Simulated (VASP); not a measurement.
Here is a VASP 6.6.1 calculation.

File POSCAR:

```
Na2S
1.0
    3.2555901793      3.2555901793      0.0000000000
   -3.2555901793      3.2555901793      0.0000000000
    0.0000000000      3.2555901793      3.2555901793
Na S
2 1
Direct
    0.2500000000      0.7500000000      0.5000000000
    0.7500000000      0.2500000000      0.5000000000
    0.0000000000      0.0000000000      0.0000000000
```

File INCAR.step1:

```
PREC = Accurate
ENCUT = 550
ISMEAR = -1
SIGMA = 0.05
LREAL = F
LASPH = T
NELM = 120
NBANDS = 17
GGA = PE
ALGO = Normal
EDIFF = 1E-5
LWAVE = T
LCHARG = F
GGA_COMPAT = F
```

File INCAR.step2:

```
PREC = Accurate
ENCUT = 550
EDIFF = 1E-6
ISMEAR = -1
SIGMA = 0.05
LREAL = F
LASPH = T
NELM = 120
ALGO = Normal
ISIF = 2
LWAVE = F
LCHARG = F
METAGGA = R2SCAN
LMIXTAU = T
NBANDS = 17
ISTART = 1
GGA_COMPAT = F
```

File KPOINTS:

```
regular mesh
0
Gamma
  10 10 10
```

Potentials or basis: VASP PAW PBE potentials, release 64 (Na_pv, S).

Run with:

```console
$ cat potpaw_PBE.64/Na_pv/POTCAR potpaw_PBE.64/S/POTCAR > POTCAR
$ cp INCAR.step1 INCAR
$ mpirun -np 1 vasp_std > vasp.out
$ cp INCAR.step2 INCAR
$ mpirun -np 1 vasp_std > vasp.out
```

Task: Predict the band gap on the k mesh.

Result: 3.11 eV.

Task: What does it give for the pressure?

Result: -0.1 GPa.

Caveat: the PAW data sets were made with another functional, which shifts forces and pressure a little. A k mesh can miss the band edges.
